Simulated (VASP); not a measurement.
MnAl3:

```
Al Mn
1.0
     0.00000    3.03935    3.03935
     3.03935    0.00000    3.03935
     3.03935    3.03935    0.00000
Al Mn
3 1
Direct
  0.25000 0.25000 0.25000
  0.75000 0.75000 0.75000
  0.50000 0.50000 0.50000
  0.00000 0.00000 0.00000
```

Base run:

- Program: VASP 6.6.1
- Functional: PBE
- Potentials or basis: VASP PAW PBE potentials, release 64 (Al, Mn_pv)
- Cutoff: 520 eV
- k mesh: 12 × 12 × 12
- Occupations: gaussian, width 0.1 eV
- Spin: collinear spin, ferromagnetic start
- Starting moments: [0.0, 0.0, 0.0, 4.0] μB

Its results: pressure 0.0 GPa.

Problem. The run is repeated on the same cell with these changes: spin from collinear spin, ferromagnetic start to no spin polarisation; further incar settings from ALGO = Normal; EDIFF = 1e-07; NBANDS = 23 to ALGO = Fast; EDIFF = 1e-06; NBANDS = 19. What comes out?

Solution. Pressure -2.3 GPa.
